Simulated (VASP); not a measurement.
# HgTe (zincblende type) (F-43m) in VASP: a series of runs

HgTe (zincblende type) is run at these levels: PBEsol; tasks: single point.

All numbers are computed with VASP 6.6.1; they aren't measurements. Logs are shortened: lines on timing, memory, paths and dates and some standing lists are left out, and cuts for length are marked.

**1. The cell of the first run**

Symmetry: F-43m, No. 216, cubic system. Conventional cell: a = 6.379 Å, b = 6.379 Å, c = 6.379 Å, α = 90.00°, β = 90.00°, γ = 90.00°. Within 3.6 Å of Hg (site symmetry -43m) lie 4 Te at 2.76 Å. Within 3.6 Å of Te (site symmetry -43m) lie 4 Hg at 2.76 Å.

**2. Single point, PBEsol (volume scaled by 0.94)**

INCAR reads:

```
SYSTEM = HgTe
PREC     = Accurate       ! precision mode
ENCUT    = 520            ! plane-wave cutoff, eV
EDIFF    = 1E-7           ! SCF threshold, eV
ISMEAR   = -1             ! smearing method
SIGMA    = 0.05           ! smearing width, eV
LREAL    = .FALSE.        ! projectors in reciprocal space
LASPH    = .TRUE.         ! aspherical terms in the spheres
NELM     = 100            ! most SCF steps
ALGO     = Normal         ! electronic algorithm
ISIF     = 2              ! what is computed and relaxed
LWAVE    = .FALSE.        ! write WAVECAR
LCHARG   = .FALSE.        ! write CHGCAR
GGA      = PS             ! functional
NBANDS   = 16             ! bands
```

KPOINTS reads:

```
Automatic mesh
0
G
  12 12 12
  0 0 0
```

POSCAR reads:

```
HgTe
1.0
    0.0000000000      3.1893932758      3.1893932758
    3.1893932758      0.0000000000      3.1893932758
    3.1893932758      3.1893932758      0.0000000000
Hg Te
1 1
Direct
    0.0000000000      0.0000000000      0.0000000000
    0.2500000000      0.2500000000      0.2500000000
```

Potentials or basis: VASP PAW PBE potentials, release 64 (Hg, Te).

Run with:

```bash
cat potpaw_PBE.64/Hg/POTCAR potpaw_PBE.64/Te/POTCAR > POTCAR
mpirun -np 1 vasp_std > vasp.out
```

OUTCAR:

```text
SYSTEM = HgTe
   PREC = Accurate
   ENCUT = 520
   EDIFF = 1E-7
   ISMEAR = -1
   LREAL = .FALSE.
   LASPH = .TRUE.
   NELM = 100
   ISIF = 2
   GGA = PS

 ion  position               nearest neighbor table
   1  0.000  0.000  0.000-   2 2.76   2 2.76   2 2.76   2 2.76
   2  0.250  0.250  0.250-   1 2.76   1 2.76   1 2.76   1 2.76

  LATTYP: Found a face centered cubic cell.
 ALAT       =     6.3787865516

  Lattice vectors:

 A1 = (   0.0000000000,   3.1893932758,   3.1893932758)
 A2 = (   3.1893932758,   0.0000000000,   3.1893932758)
 A3 = (   3.1893932758,   3.1893932758,   0.0000000000)

Analysis of symmetry for initial positions (statically):
=====================================================================
 Subroutine PRICEL returns:
 Original cell was already a primitive cell.

 Routine SETGRP: Setting up the symmetry group for a
 face centered cubic supercell.

 Subroutine GETGRP returns: Found 24 space group operations
 (whereof 24 operations were pure point group operations)
 out of a pool of 48 trial point group operations.

The static configuration has the point symmetry T_d .

Analysis of symmetry for dynamics (positions and initial velocities):
=====================================================================
 Subroutine PRICEL returns:
 Original cell was already a primitive cell.

 Routine SETGRP: Setting up the symmetry group for a
 face centered cubic supercell.

 Subroutine GETGRP returns: Found 24 space group operations
 (whereof 24 operations were pure point group operations)
 out of a pool of 48 trial point group operations.

The dynamic configuration has the point symmetry T_d .

 Subroutine INISYM returns: Found 24 space group operations
 (whereof 24 operations are pure point group operations),
 and found     1 'primitive' translations

----------------------------------------------------------------------------------------

                                     Primitive cell

  volume of cell :      64.8865

  direct lattice vectors                    reciprocal lattice vectors
     0.000000000  3.189393276  3.189393276    -0.156769629  0.156769629  0.156769629
     3.189393276  0.000000000  3.189393276     0.156769629 -0.156769629  0.156769629
     3.189393276  3.189393276  0.000000000     0.156769629  0.156769629 -0.156769629

  length of vectors
[... 80 lines left out ...]
   ENCUT  =  520.0 eV  38.22 Ry    6.18 a.u.   8.39  8.39  8.39*2*pi/ulx,y,z
   NELM   =    100;   NELMIN=  2; NELMDL= -5     # of ELM steps
   EDIFF  = 0.1E-06   stopping-criterion for ELM
   LREAL  =      F    real-space projection
   EDIFFG = 0.1E-05   stopping-criterion for IOM
   NSW    =      0    number of steps for IOM
   IBRION =     -1    ionic relax: 0-MD 1-quasi-New 2-CG
   NFREE  =      0    steps in history (QN), initial steepest desc. (CG)
   ISIF   =      2    stress and relaxation
   ISYM   =      2    0-nonsym 1-usesym 2-fastsym
   POTIM  = 0.5000    time-step for ionic-motion
   TEBEG  =    0.0;   TEEND  =   0.0 temperature during run
   PSTRESS=    0.0 pullay stress
   NELECT =      18.0000    total number of electrons
   NUPDOWN=      -1.0000    fix difference up-down
   EMIN   =  10.00;   EMAX   =-10.00  energy-range for DOS
   EFERMI =   0.00;   METHOD = LEGACY
   ISMEAR =    -1;   SIGMA  =   0.05  broadening in eV -4-tet -1-fermi 0-gaus
   EFERMI_NEDOS =   21; number of points for ismear=-14 and -15
   IALGO  =     38    algorithm
   IMIX   =      4    mixing-type and parameters
     AMIX     =   0.40;   BMIX     =  1.00
     AMIX_MAG =   1.60;   BMIX_MAG =  1.00
  volume/ion in A,a.u.               =      32.44       218.94
  Fermi-wavevector in a.u.,A,eV,Ry     =   1.067696  2.017653 15.510296  1.139975
  Thomas-Fermi vector in A             =   2.203321
   LORBIT       =      0    0 simple, 1 ext, 2 COOP (PROOUT), +10 PAW based schemes
   GGA     = PS    functional components
   LHFCALC =     F    Hartree Fock is set to
   AEXX    =    0.0000 exact exchange contribution
   IVDW    =     0    specifies the selected vdW correction
   LEPSILON=     F    determine dielectric tensor
   LRPA    =     F    only Hartree local field effects (RPA)
 non-spin polarized calculation
  energy-cutoff  :      520.00
  volume of cell :       64.89
 maximum number of plane-waves:      1807
 NGX is ok and might be reduce to    36
   NGX = 17   NGY = 17   NGZ = 17

 number of electron      17.9999998 magnetization

 Free energy of the ion-electron system (eV)
  ---------------------------------------------------
  ext. energy  EPLUGINS =         0.00000000
  ---------------------------------------------------
  free energy    TOTEN  =        -4.33744807 eV

  energy without entropy =       -4.33720296  energy(sigma->0) =       -4.33732552

 E-fermi :   3.4782     XC(G=0):  -9.1209

 val. band max:        3.3858182294   @ k =   0.0000   0.0000   0.0000
 cond. band min:       3.8407628099   @ k =   0.0833   0.0000   0.0000
 fundamental gap:      0.4549445805
 Fermi energy:         3.4782407008

 k-point     1 :       0.0000    0.0000    0.0000
  band No.  band energies     occupation
      1      -8.9379      2.00000
      2      -4.2052      2.00000
      3      -4.2052      2.00000
      4      -4.2052      2.00000
      5      -3.6192      2.00000
      6      -3.6192      2.00000
[... 433 lines left out ...]
      3      -4.0183      2.00000
      4      -3.6423      2.00000
      5      -3.6078      2.00000
      6      -3.2853      2.00000
[... 8 lines left out ...]
     15      12.7114      0.00000
     16      12.8946      0.00000

 [... further k-points ...]

------------------------ aborting loop because EDIFF is reached ----------------------------------------

  FORCE on cell =-STRESS in cart. coord.  units (eV):
  Direction    XX          YY          ZZ          XY          YZ          ZX
  --------------------------------------------------------------------------------------
  -------------------------------------------------------------------------------------
  Total        1.2712931      1.2712931      1.2712931      0.0000000      0.0000000      0.0000000
  in kB       31.3907764     31.3907764     31.3907764      0.0000000      0.0000000      0.0000000
  external PRESSURE =      31.3907764 kB  Pullay stress =       0.0000000 kB

 VOLUME and BASIS-vectors are now :
 -----------------------------------------------------------------------------
  energy-cutoff  :      520.00
  volume of cell :       64.89
      direct lattice vectors                 reciprocal lattice vectors
     0.000000000  3.189393276  3.189393276    -0.156769629  0.156769629  0.156769629
     3.189393276  0.000000000  3.189393276     0.156769629 -0.156769629  0.156769629
     3.189393276  3.189393276  0.000000000     0.156769629  0.156769629 -0.156769629

 POSITION                                       TOTAL-FORCE (eV/Angst)
 -----------------------------------------------------------------------------------
      0.00000      0.00000      0.00000         0.000000      0.000000      0.000000
      1.59470      1.59470      1.59470        -0.000000     -0.000000     -0.000000
 -----------------------------------------------------------------------------------
    total drift:                                0.000000      0.000000      0.000000

  FREE ENERGIE OF THE ION-ELECTRON SYSTEM (eV)
  ---------------------------------------------------
  free  energy   TOTEN  =        -4.3374480700 eV

  energy  without entropy=       -4.3372029603  energy(sigma->0) =       -4.33732552
```

OSZICAR:

```text
N       E                     dE             d eps       ncg     rms          rms(c)
DAV:   1     0.104328042014E+03    0.10433E+03   -0.80900E+03  2336   0.974E+02
DAV:   2    -0.102213923375E+01   -0.10535E+03   -0.98009E+02  2712   0.229E+02
DAV:   3    -0.455013526302E+01   -0.35280E+01   -0.35190E+01  2808   0.433E+01
DAV:   4    -0.458190531358E+01   -0.31770E-01   -0.31768E-01  3392   0.378E+00
DAV:   5    -0.458199973594E+01   -0.94422E-04   -0.94422E-04  2992   0.179E-01    0.839E+00
DAV:   6    -0.435166889775E+01    0.23033E+00   -0.45065E-01  2744   0.944E+00    0.659E+00
DAV:   7    -0.433979023940E+01    0.11879E-01   -0.10703E-01  2632   0.230E+00    0.233E+00
DAV:   8    -0.433767257747E+01    0.21177E-02   -0.11849E-02  2608   0.128E+00    0.606E-01
DAV:   9    -0.433743627468E+01    0.23630E-03   -0.70889E-04  3056   0.312E-01    0.136E-01
DAV:  10    -0.433744272748E+01   -0.64528E-05   -0.75730E-05  2888   0.793E-02    0.515E-02
DAV:  11    -0.433744993628E+01   -0.72088E-05   -0.23497E-05  2896   0.420E-02    0.384E-02
DAV:  12    -0.433744809857E+01    0.18377E-05   -0.41010E-06  2520   0.193E-02    0.172E-02
DAV:  13    -0.433744807001E+01    0.28554E-07   -0.40703E-07  2992   0.341E-03
   1 F= -.43374481E+01 E0= -.43373255E+01  d E =-.245110E-03
```

stdout:

```text
POSCAR found type information on POSCAR HgTe
 POSCAR found :  2 types and       2 ions
 scaLAPACK will be used
 -----------------------------------------------------------------------------
|                                                                             |
|                                                                             |
|     You enforced a specific xc type in the INCAR file but a different       |
|     I HOPE YOU KNOW WHAT YOU ARE DOING!                                     |
|                                                                             |
 -----------------------------------------------------------------------------

 LDA part: xc-table for (Slater+PW92), standard interpolation
 POSCAR, INCAR and KPOINTS ok, starting setup
 FFT: planning ... GRIDC
 FFT: planning ... GRID_SOFT
 FFT: planning ... GRID
 WAVECAR not read
 entering main loop
```

It took 34 s on 1 thread of Intel Xeon Platinum 8488C (Sapphire Rapids), shared host; peak memory 0.25 GiB.

What came out:

* Free energy: -4.3374 eV
* Pressure: 3.1 GPa
* Band gap on the k mesh: zero (filled and empty bands touch)

Levels at points of the mesh, in eV from the Fermi level:
```
           k point  band 6  band 7  band 8  band 9  band 10  band 11  band 12  band 13
(0.00, 0.00, 0.00)   -7.10   -0.80   -0.09   -0.09    -0.09     4.01     4.01     4.01
(0.50, 0.00, 0.00)   -6.77   -5.90   -1.17   -1.17     0.54     4.84     4.84     6.60
(0.50, 0.50, 0.00)   -6.60   -5.79   -2.57   -2.57     1.72     2.18     8.16     8.89
```

Caveat: the PAW data sets were made with another functional, which shifts forces and pressure a little; spin-orbit coupling is left out, which moves the levels of the heavy elements.

**3. Single point, PBEsol (volume scaled by 0.94)**

INCAR reads:

```
PREC     = Accurate       # precision mode
ENCUT    = 520            # plane-wave cutoff, eV
EDIFF    = 1E-7           # SCF threshold, eV
ISMEAR   = -1             # smearing method
SIGMA    = 0.05           # smearing width, eV
LREAL    = F              # projectors in reciprocal space
LASPH    = T              # aspherical terms in the spheres
NELM     = 100            # most SCF steps
ALGO     = Normal         # electronic algorithm
ISIF     = 2              # what is computed and relaxed
LWAVE    = F              # write WAVECAR
LCHARG   = T              # write CHGCAR
GGA      = PS             # functional
LELF     = T              # ELF
LVHAR    = T            
NBANDS   = 16             # bands
```

KPOINTS reads:

```
Automatic mesh
0
Gamma
  12 12 12
```

POSCAR is that of step 2.

Potentials or basis: VASP PAW PBE potentials, release 64 (Hg, Te).

Run with:

```bash
cat potpaw_PBE.64/Hg/POTCAR potpaw_PBE.64/Te/POTCAR > POTCAR
mpirun -np 1 vasp_std > vasp.out
```

OUTCAR:

```text
PREC = Accurate
   ENCUT = 520
   EDIFF = 1E-7
   ISMEAR = -1
   LREAL = F
   LASPH = T
   NELM = 100
   ISIF = 2
   GGA = PS

 ion  position               nearest neighbor table
   1  0.000  0.000  0.000-   2 2.76   2 2.76   2 2.76   2 2.76
   2  0.250  0.250  0.250-   1 2.76   1 2.76   1 2.76   1 2.76

  LATTYP: Found a face centered cubic cell.
 ALAT       =     6.3787865516

  Lattice vectors:

 A1 = (   0.0000000000,   3.1893932758,   3.1893932758)
 A2 = (   3.1893932758,   0.0000000000,   3.1893932758)
 A3 = (   3.1893932758,   3.1893932758,   0.0000000000)

Analysis of symmetry for initial positions (statically):
=====================================================================
 Subroutine PRICEL returns:
 Original cell was already a primitive cell.

 Routine SETGRP: Setting up the symmetry group for a
 face centered cubic supercell.

 Subroutine GETGRP returns: Found 24 space group operations
 (whereof 24 operations were pure point group operations)
 out of a pool of 48 trial point group operations.

The static configuration has the point symmetry T_d .

Analysis of symmetry for dynamics (positions and initial velocities):
=====================================================================
 Subroutine PRICEL returns:
 Original cell was already a primitive cell.

 Routine SETGRP: Setting up the symmetry group for a
 face centered cubic supercell.

 Subroutine GETGRP returns: Found 24 space group operations
 (whereof 24 operations were pure point group operations)
 out of a pool of 48 trial point group operations.

The dynamic configuration has the point symmetry T_d .

 Subroutine INISYM returns: Found 24 space group operations
 (whereof 24 operations are pure point group operations),
 and found     1 'primitive' translations

----------------------------------------------------------------------------------------

                                     Primitive cell
[... 109 lines left out ...]
   IMIX   =      4    mixing-type and parameters
     AMIX     =   0.40;   BMIX     =  1.00
     AMIX_MAG =   1.60;   BMIX_MAG =  1.00
  volume/ion in A,a.u.               =      32.44       218.94
  Fermi-wavevector in a.u.,A,eV,Ry     =   1.067696  2.017653 15.510296  1.139975
  Thomas-Fermi vector in A             =   2.203321
   LORBIT       =      0    0 simple, 1 ext, 2 COOP (PROOUT), +10 PAW based schemes
   GGA     = PS    functional components
   LHFCALC =     F    Hartree Fock is set to
   AEXX    =    0.0000 exact exchange contribution
   IVDW    =     0    specifies the selected vdW correction
   LEPSILON=     F    determine dielectric tensor
   LRPA    =     F    only Hartree local field effects (RPA)
 non-spin polarized calculation
  energy-cutoff  :      520.00
  volume of cell :       64.89
 maximum number of plane-waves:      1807
 NGX is ok and might be reduce to    36
   NGX = 17   NGY = 17   NGZ = 17

 number of electron      17.9999998 magnetization

 Free energy of the ion-electron system (eV)
  ---------------------------------------------------
  ext. energy  EPLUGINS =         0.00000000
  ---------------------------------------------------
  free energy    TOTEN  =        -4.33744807 eV

  energy without entropy =       -4.33720296  energy(sigma->0) =       -4.33732552

 E-fermi :   3.4782     XC(G=0):  -9.1209

 val. band max:        3.3858182294   @ k =   0.0000   0.0000   0.0000
 cond. band min:       3.8407628099   @ k =   0.0833   0.0000   0.0000
 fundamental gap:      0.4549445805
 Fermi energy:         3.4782407008

 k-point     1 :       0.0000    0.0000    0.0000
  band No.  band energies     occupation
      1      -8.9379      2.00000
      2      -4.2052      2.00000
      3      -4.2052      2.00000
      4      -4.2052      2.00000
      5      -3.6192      2.00000
      6      -3.6192      2.00000
[... 433 lines left out ...]
      3      -4.0183      2.00000
      4      -3.6423      2.00000
      5      -3.6078      2.00000
      6      -3.2853      2.00000
[... 8 lines left out ...]
     15      12.7114      0.00000
     16      12.8946      0.00000

 [... further k-points ...]

------------------------ aborting loop because EDIFF is reached ----------------------------------------

  FORCE on cell =-STRESS in cart. coord.  units (eV):
  Direction    XX          YY          ZZ          XY          YZ          ZX
  --------------------------------------------------------------------------------------
  -------------------------------------------------------------------------------------
  Total        1.2712931      1.2712931      1.2712931      0.0000000      0.0000000      0.0000000
  in kB       31.3907764     31.3907764     31.3907764      0.0000000      0.0000000      0.0000000
  external PRESSURE =      31.3907764 kB  Pullay stress =       0.0000000 kB

 VOLUME and BASIS-vectors are now :
 -----------------------------------------------------------------------------
  energy-cutoff  :      520.00
  volume of cell :       64.89
      direct lattice vectors                 reciprocal lattice vectors
     0.000000000  3.189393276  3.189393276    -0.156769629  0.156769629  0.156769629
     3.189393276  0.000000000  3.189393276     0.156769629 -0.156769629  0.156769629
     3.189393276  3.189393276  0.000000000     0.156769629  0.156769629 -0.156769629

 POSITION                                       TOTAL-FORCE (eV/Angst)
 -----------------------------------------------------------------------------------
      0.00000      0.00000      0.00000         0.000000      0.000000      0.000000
      1.59470      1.59470      1.59470        -0.000000     -0.000000     -0.000000
 -----------------------------------------------------------------------------------
    total drift:                                0.000000      0.000000      0.000000

  FREE ENERGIE OF THE ION-ELECTRON SYSTEM (eV)
  ---------------------------------------------------
  free  energy   TOTEN  =        -4.3374480700 eV

  energy  without entropy=       -4.3372029603  energy(sigma->0) =       -4.33732552
```

stdout:

```text
POSCAR found type information on POSCAR HgTe
 POSCAR found :  2 types and       2 ions
 scaLAPACK will be used
 -----------------------------------------------------------------------------
|                                                                             |
|                                                                             |
|     You enforced a specific xc type in the INCAR file but a different       |
|     I HOPE YOU KNOW WHAT YOU ARE DOING!                                     |
|                                                                             |
 -----------------------------------------------------------------------------

 LDA part: xc-table for (Slater+PW92), standard interpolation
 POSCAR, INCAR and KPOINTS ok, starting setup
 FFT: planning ... GRIDC
 FFT: planning ... GRID_SOFT
 FFT: planning ... GRID
 WAVECAR not read
 entering main loop
```

Wall time 38 s (1 thread of Intel Xeon Platinum 8488C (Sapphire Rapids), shared host); peak memory 0.25 GiB.

Results:

```
Free energy            : -4.3374 eV
Pressure               : 3.1 GPa
Band gap on the k mesh : zero (filled and empty bands touch)
```

Levels at points of the mesh, in eV from the Fermi level:
| k point | band 7 | band 8 | band 9 | band 10 | band 11 | band 12 |
| --- | --- | --- | --- | --- | --- | --- |
| (0.00, 0.00, 0.00) | -0.80 | -0.09 | -0.09 | -0.09 | 4.01 | 4.01 |
| (0.50, 0.00, 0.00) | -5.90 | -1.17 | -1.17 | 0.54 | 4.84 | 4.84 |
| (0.50, 0.50, 0.00) | -5.79 | -2.57 | -2.57 | 1.72 | 2.18 | 8.16 |

Caveat: the PAW data sets were made with another functional, which shifts forces and pressure a little; spin-orbit coupling is left out, which moves the levels of the heavy elements.

(Part 1 of 2 ends here.)
